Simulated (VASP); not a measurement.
# LaAgS2 (P4/mmm) in VASP: single point with HSE06

Aim: the single point of LaAgS2 with HSE06.

Program: VASP 6.6.1. These are calculated values, not measurements. Logs are shortened: lines on timing, memory, paths and dates and some standing lists are left out, and cuts for length are marked.

## Step 1: The cell of the first run

It takes space group P4/mmm (No. 123, tetragonal). Conventional cell: a = 4.285 Å, b = 4.285 Å, c = 5.816 Å, α = 90.00°, β = 90.00°, γ = 90.00°. Ag (site symmetry 4/mmm) has 6 S at 2.91 to 3.03 Å within 3.8 Å. S (site symmetry 4/mmm) has 2 Ag at 2.91 Å and 4 La at 3.03 Å within 3.8 Å. Within 3.8 Å of S (site symmetry 4/mmm) lie 2 La at 2.91 Å and 4 Ag at 3.03 Å. Within 3.8 Å of La (site symmetry 4/mmm) lie 6 S at 2.91 to 3.03 Å.

## Step 2: Single point, HSE06 (strain +3.8%)

POSCAR reads:

```
LaAgS2
1.0
    4.2853105041      0.0000000000      0.0000000000
    0.0000000000      4.2853105041      0.0000000000
    0.0000000000      0.0000000000      5.8156425031
Ag S La
1 2 1
Direct
    0.0000000000      0.0000000000      0.0000000000
    0.0000000000      0.0000000000      0.5000000000
    0.5000000000      0.5000000000      0.0000000000
    0.5000000000      0.5000000000      0.5000000000
```

INCAR.step1 reads:

```
SYSTEM = LaAgS2
ALGO = Normal ; EDIFF = 1E-5
ENCUT = 400 ; GGA = PE
GGA_COMPAT = .FALSE. ; ISIF = 2
ISMEAR = -1 ; LASPH = .TRUE.
LCHARG = .FALSE. ; LMAXMIX = 6
LREAL = .FALSE. ; LWAVE = .TRUE.
NBANDS = 25 ; NELM = 200
PREC = Accurate ; SIGMA = 0.02
```

INCAR.step2 reads:

```
SYSTEM = LaAgS2
ALGO = Normal ; EDIFF = 1E-6
ENCUT = 400 ; GGA = PE
GGA_COMPAT = .FALSE. ; HFSCREEN = 0.2079
ISIF = 2 ; ISMEAR = -1
ISTART = 1 ; LASPH = .TRUE.
LCHARG = .FALSE. ; LHFCALC = .TRUE.
LMAXMIX = 6 ; LREAL = .FALSE.
LWAVE = .FALSE. ; NBANDS = 25
NELM = 200 ; PREC = Accurate
PRECFOCK = Normal ; SIGMA = 0.02
```

KPOINTS reads:

```
k-points
0
G
  4 4 4
  0 0 0
```

Potentials or basis: VASP PAW PBE potentials, release 64 (Ag, S, La).

Run with:

```bash
$ cat potpaw_PBE.64/Ag/POTCAR potpaw_PBE.64/S/POTCAR potpaw_PBE.64/La/POTCAR > POTCAR
$ cp INCAR.step1 INCAR
$ mpirun -np 1 vasp_std > vasp.out
$ cp INCAR.step2 INCAR
$ mpirun -np 1 vasp_std > vasp.out
```

OUTCAR:

```text
SYSTEM = LaAgS2
   EDIFF = 1E-6
   ENCUT = 400
   GGA = PE
   HFSCREEN = 0.2079
   ISIF = 2
   ISMEAR = -1
   ISTART = 1
   LASPH = .TRUE.
   LHFCALC = .TRUE.
   LREAL = .FALSE.
   NELM = 200
   PREC = Accurate
   PRECFOCK = Normal

 ion  position               nearest neighbor table
   1  0.000  0.000  0.000-   2 2.91   2 2.91   3 3.03   3 3.03   3 3.03   3 3.03
   2  0.000  0.000  0.500-   1 2.91   1 2.91   4 3.03   4 3.03   4 3.03   4 3.03
   3  0.500  0.500  0.000-   4 2.91   4 2.91   1 3.03   1 3.03   1 3.03   1 3.03
   4  0.500  0.500  0.500-   3 2.91   3 2.91   2 3.03   2 3.03   2 3.03   2 3.03

  LATTYP: Found a simple tetragonal cell.
 ALAT       =     4.2853105041
 C/A-ratio  =     1.3571111119

  Lattice vectors:

 A1 = (   4.2853105041,   0.0000000000,   0.0000000000)
 A2 = (   0.0000000000,   4.2853105041,   0.0000000000)
 A3 = (   0.0000000000,   0.0000000000,   5.8156425031)

Analysis of symmetry for initial positions (statically):
=====================================================================
 Subroutine PRICEL returns:
 Original cell was already a primitive cell.

 Routine SETGRP: Setting up the symmetry group for a
 simple tetragonal supercell.

 Subroutine GETGRP returns: Found 16 space group operations
 (whereof 16 operations were pure point group operations)
 out of a pool of 16 trial point group operations.

The static configuration has the point symmetry D_4h.

Analysis of symmetry for dynamics (positions and initial velocities):
=====================================================================
 Subroutine PRICEL returns:
 Original cell was already a primitive cell.

 Routine SETGRP: Setting up the symmetry group for a
 simple tetragonal supercell.

 Subroutine GETGRP returns: Found 16 space group operations
 (whereof 16 operations were pure point group operations)
 out of a pool of 16 trial point group operations.

The dynamic configuration has the point symmetry D_4h.

 Subroutine INISYM returns: Found 16 space group operations
 (whereof 16 operations are pure point group operations),
 and found     1 'primitive' translations

----------------------------------------------------------------------------------------

                                     Primitive cell

  volume of cell :     106.7978

  direct lattice vectors                    reciprocal lattice vectors
     4.285310504  0.000000000  0.000000000     0.233355319  0.000000000  0.000000000
     0.000000000  4.285310504  0.000000000     0.000000000  0.233355319  0.000000000
     0.000000000  0.000000000  5.815642503     0.000000000  0.000000000  0.171950047

  length of vectors
     4.285310504  4.285310504  5.815642503     0.233355319  0.233355319  0.171950047

  position of ions in fractional coordinates (direct lattice)
     0.000000000  0.000000000  0.000000000
     0.000000000  0.000000000  0.500000000
     0.500000000  0.500000000  0.000000000
     0.500000000  0.500000000  0.500000000

  ion indices of the primitive-cell ions
   primitive index   ion index
                 1           1
                 2           2
                 3           3
                 4           4

----------------------------------------------------------------------------------------

 KPOINTS: k-points

Automatic generation of k-mesh.
 Grid dimensions read from file:
 generate k-points for:    4    4    4

 Generating k-lattice:

  Cartesian coordinates                     Fractional coordinates (reciprocal lattice)
     0.058338830  0.000000000  0.000000000     0.250000000  0.000000000  0.000000000
     0.000000000  0.058338830  0.000000000     0.000000000  0.250000000  0.000000000
     0.000000000  0.000000000  0.042987512     0.000000000  0.000000000  0.250000000

  Length of vectors
     0.058338830  0.058338830  0.042987512

  Shift w.r.t. Gamma in fractional coordinates (k-lattice)
     0.000000000  0.000000000  0.000000000

 Subroutine IBZKPT returns following result:
 ===========================================

 Found     18 irreducible k-points:

 Following reciprocal coordinates:
            Coordinates               Weight
  0.000000  0.000000  0.000000      1.000000
  0.250000  0.000000  0.000000      4.000000
  0.500000  0.000000  0.000000      2.000000
  0.250000  0.250000  0.000000      4.000000
  0.500000  0.250000  0.000000      4.000000
  0.500000  0.500000  0.000000      1.000000
[... 10 lines left out ...]
  0.500000  0.250000  0.500000      4.000000
  0.500000  0.500000  0.500000      1.000000
   k-points           NKPTS =     18   k-points in BZ     NKDIM =     64   number of bands    NBANDS=     25
   number of dos      NEDOS =    301   number of ions     NIONS =      4
   total plane-waves  NPLWV =  31360
   dimension x,y,z NGX =    28 NGY =   28 NGZ =   40
   dimension x,y,z NGXF=    56 NGYF=   56 NGZF=   80
   ions per type =               1   2   1
   NGX,Y,Z   is equivalent  to a cutoff of  10.86, 10.86, 11.43 a.u.
   NGXF,Y,Z  is equivalent  to a cutoff of  21.72, 21.72, 22.87 a.u.
 SYSTEM =  LaAgS2
   PREC   = accura    normal or accurate (medium, high low for compatibility)
   ISTART =      1    job   : 0-new  1-cont  2-samecut
   ICHARG =      0    charge: 1-file 2-atom 10-const
   ISPIN  =      1    spin polarized calculation?
   LNONCOLLINEAR =      F non collinear calculations
   LSORBIT =      F    spin-orbit coupling
   LASPH  =      T    aspherical Exc in radial PAW
   ENCUT  =  400.0 eV  29.40 Ry    5.42 a.u.   6.99  6.99  9.48*2*pi/ulx,y,z
   NELM   =    200;   NELMIN=  2; NELMDL=  0     # of ELM steps
   EDIFF  = 0.1E-05   stopping-criterion for ELM
   LREAL  =      F    real-space projection
   EDIFFG = 0.1E-04   stopping-criterion for IOM
   NSW    =      0    number of steps for IOM
   IBRION =     -1    ionic relax: 0-MD 1-quasi-New 2-CG
   NFREE  =      0    steps in history (QN), initial steepest desc. (CG)
   ISIF   =      2    stress and relaxation
   ISYM   =      3    0-nonsym 1-usesym 2-fastsym
   POTIM  = 0.5000    time-step for ionic-motion
   TEBEG  =    0.0;   TEEND  =   0.0 temperature during run
   PSTRESS=    0.0 pullay stress
   NELECT =      34.0000    total number of electrons
   NUPDOWN=      -1.0000    fix difference up-down
   EMIN   =  10.00;   EMAX   =-10.00  energy-range for DOS
   EFERMI =   0.00;   METHOD = LEGACY
   ISMEAR =    -1;   SIGMA  =   0.02  broadening in eV -4-tet -1-fermi 0-gaus
   EFERMI_NEDOS =   21; number of points for ismear=-14 and -15
   IALGO  =     38    algorithm
   IMIX   =      1    mixing-type and parameters
     AMIX     =   0.40;   BMIX     =  1.00
     AMIX_MAG =   1.60;   BMIX_MAG =  1.00
  volume/ion in A,a.u.               =      26.70       180.18
  Fermi-wavevector in a.u.,A,eV,Ry     =   1.117842  2.112415 17.001438  1.249570
  Thomas-Fermi vector in A             =   2.254468
   LORBIT       =      0    0 simple, 1 ext, 2 COOP (PROOUT), +10 PAW based schemes
   GGA     = PE    functional components
   LHFCALC =     T    Hartree Fock is set to
   PRECFOCK=normal    Normal, Fast or Accurate (Low or Medium for compatibility)
   ENCUT4O =  -1.0   cutoff for four orbital integrals eV
   NKREDX  =     1    reduce k-point grid by
   NKREDY  =     1    reduce k-point grid by
   NKREDZ  =     1    reduce k-point grid by
   AEXX    =    0.2500 exact exchange contribution
   HFSCREEN=    0.2079 screening length (either q_TF or 0.3 A-1)
   HFSCREENC=   0.2079 screening length for correlation (either q_TF or 0.3 A-1)
   ENCUTFOCK=  -1.0 apply spherical cutoff to Coloumb kernel
   IVDW    =     0    specifies the selected vdW correction
   LEPSILON=     F    determine dielectric tensor
   LRPA    =     F    only Hartree local field effects (RPA)
 non-spin polarized calculation
  energy-cutoff  :      400.00
  volume of cell :      106.80
 maximum number of plane-waves:      1958
 NGX is ok and might be reduce to    28
  NGX = 24; NGY = 24; NGZ = 30

 number of electron      33.9999994 magnetization

 Free energy of the ion-electron system (eV)
  ---------------------------------------------------
  ext. energy  EPLUGINS =         0.00000000
  ---------------------------------------------------
  free energy    TOTEN  =       -23.83960342 eV

  energy without entropy =      -23.83960342  energy(sigma->0) =      -23.83960342

 E-fermi :   4.9150     XC(G=0):  -7.7890

 val. band max:        4.5754185273   @ k =   0.5000   0.0000   0.0000
 cond. band min:       5.2646250652   @ k =   0.0000   0.0000   0.5000
 fundamental gap:      0.6892065379
 Fermi energy:         4.9150060062

 k-point     1 :       0.0000    0.0000    0.0000
  band No.  band energies     occupation
      1     -30.9270      2.00000
      2     -13.4303      2.00000
      3     -13.4262      2.00000
      4     -13.4262      2.00000
      5      -9.2115      2.00000
      6      -8.1198      2.00000
[... 17 lines left out ...]
     24       8.9371      0.00000
     25       9.0395      0.00000

 k-point     2 :       0.2500    0.0000    0.0000
  band No.  band energies     occupation
      1     -30.9190      2.00000
      2     -13.6817      2.00000
      3     -13.4157      2.00000
      4     -13.3976      2.00000
      5      -8.8181      2.00000
      6      -8.0357      2.00000
[... 17 lines left out ...]
     24       8.9865      0.00000
     25       9.0482      0.00000

 k-point     3 :       0.5000    0.0000    0.0000
  band No.  band energies     occupation
      1     -30.9109      2.00000
      2     -13.9069      2.00000
      3     -13.4010      2.00000
      4     -13.3686      2.00000
      5      -8.4234      2.00000
      6      -7.9608      2.00000
[... 17 lines left out ...]
     24       9.0411      0.00000
     25       9.0572      0.00000

 k-point     4 :       0.2500    0.2500    0.0000
  band No.  band energies     occupation
      1     -30.9113      2.00000
      2     -13.6578      2.00000
      3     -13.5460      2.00000
      4     -13.4026      2.00000
      5      -8.7729      2.00000
      6      -7.9840      2.00000
[... 17 lines left out ...]
     24       8.9281      0.00000
     25       9.0573      0.00000

 k-point     5 :       0.5000    0.2500    0.0000
  band No.  band energies     occupation
      1     -30.9035      2.00000
      2     -13.7916      2.00000
      3     -13.5200      2.00000
      4     -13.3893      2.00000
      5      -8.7596      2.00000
      6      -7.9276      2.00000
[... 17 lines left out ...]
     24       8.9527      0.00000
     25       9.0164      0.00000

 k-point     6 :       0.5000    0.5000    0.0000
  band No.  band energies     occupation
      1     -30.8961      2.00000
      2     -13.6649      2.00000
      3     -13.6649      2.00000
      4     -13.3776      2.00000
      5      -9.0912      2.00000
      6      -7.8942      2.00000
[... 17 lines left out ...]
     24       9.0118      0.00000
     25       9.0833      0.00000
[... 225 lines left out ...]
 k-point    15 :       0.5000    0.0000    0.5000
  band No.  band energies     occupation
      1     -30.9102      2.00000
      2     -13.9011      2.00000
      3     -13.5307      2.00000
      4     -13.3658      2.00000
      5      -8.3733      2.00000
      6      -7.4224      2.00000
[... 17 lines left out ...]
     24       8.8692      0.00000
     25       8.9153      0.00000

 k-point    16 :       0.2500    0.2500    0.5000
  band No.  band energies     occupation
      1     -30.9106      2.00000
      2     -13.6532      2.00000
      3     -13.5431      2.00000
      4     -13.5335      2.00000
      5      -8.7151      2.00000
      6      -7.4608      2.00000
[... 17 lines left out ...]
     24       8.9033      0.00000
     25       9.2825      0.00000

 k-point    17 :       0.5000    0.2500    0.5000
  band No.  band energies     occupation
      1     -30.9028      2.00000
      2     -13.7869      2.00000
      3     -13.5175      2.00000
      4     -13.5170      2.00000
      5      -8.7111      2.00000
      6      -7.3974      2.00000
[... 17 lines left out ...]
     24       8.9202      0.00000
     25       9.0359      0.00000

 k-point    18 :       0.5000    0.5000    0.5000
  band No.  band energies     occupation
      1     -30.8954      2.00000
      2     -13.6617      2.00000
      3     -13.6617      2.00000
      4     -13.5041      2.00000
      5      -9.0433      2.00000
      6      -7.3720      2.00000
[... 17 lines left out ...]
     24       8.9449      0.00000
     25       9.0179      0.00000

------------------------ aborting loop because EDIFF is reached ----------------------------------------

  FORCE on cell =-STRESS in cart. coord.  units (eV):
  Direction    XX          YY          ZZ          XY          YZ          ZX
  --------------------------------------------------------------------------------------
  -------------------------------------------------------------------------------------
  Total       -3.6608120     -3.6608120     -5.1172050      0.0000000      0.0000000      0.0000000
  in kB      -54.9193908    -54.9193908    -76.7681552      0.0000000      0.0000000      0.0000000
  external PRESSURE =     -62.2023123 kB  Pullay stress =       0.0000000 kB

 VOLUME and BASIS-vectors are now :
 -----------------------------------------------------------------------------
  energy-cutoff  :      400.00
  volume of cell :      106.80
      direct lattice vectors                 reciprocal lattice vectors
     4.285310504  0.000000000  0.000000000     0.233355319  0.000000000  0.000000000
     0.000000000  4.285310504  0.000000000     0.000000000  0.233355319  0.000000000
     0.000000000  0.000000000  5.815642503     0.000000000  0.000000000  0.171950047

 POSITION                                       TOTAL-FORCE (eV/Angst)
 -----------------------------------------------------------------------------------
      0.00000      0.00000      0.00000         0.000000      0.000000      0.000000
      0.00000      0.00000      2.90782         0.000000      0.000000      0.000000
      2.14266      2.14266      0.00000         0.000000      0.000000      0.000000
      2.14266      2.14266      2.90782         0.000000      0.000000      0.000000
 -----------------------------------------------------------------------------------
    total drift:                               -0.000013     -0.000012     -0.000005

  FREE ENERGIE OF THE ION-ELECTRON SYSTEM (eV)
  ---------------------------------------------------
  free  energy   TOTEN  =       -23.8396034216 eV

  energy  without entropy=      -23.8396034196  energy(sigma->0) =      -23.83960342
```

It took 1.7 h on 1 thread of Intel Xeon 8259CL, shared host; peak memory 0.33 GiB.

What came out:

```
Free energy            : -23.8396 eV
Pressure               : -6.2 GPa
Band gap on the k mesh : 0.69 eV (least direct gap 1.89 eV)
```

Levels at points of the mesh, in eV from the valence-band top:
```tsv
k point	band 14	band 15	band 16	band 17	band 18	band 19	band 20	band 21
(0.00, 0.00, 0.00)	-2.52	-1.33	-1.20	-1.20	0.70	1.70	3.03	3.45
(0.50, 0.00, 0.00)	-3.28	-2.37	-1.30	0.00	3.53	3.75	4.02	4.17
(0.50, 0.50, 0.00)	-2.76	-2.03	-2.03	-1.40	2.07	2.07	2.37	4.10
(0.00, 0.00, 0.50)	-2.18	-2.08	-1.58	-1.58	0.69	3.02	4.03	4.05
(0.50, 0.00, 0.50)	-3.03	-2.66	-0.25	-0.07	3.42	3.64	3.86	4.05
(0.50, 0.50, 0.50)	-2.87	-2.47	-2.47	-1.96	3.54	4.10	4.10	4.15
```

Caveat: the cell differs from its parent crystal (strain +3.8%); the cell stands under tension; the PAW data sets were made with another functional, which shifts forces and pressure a little; spin-orbit coupling is left out, which moves the levels of the heavy elements.
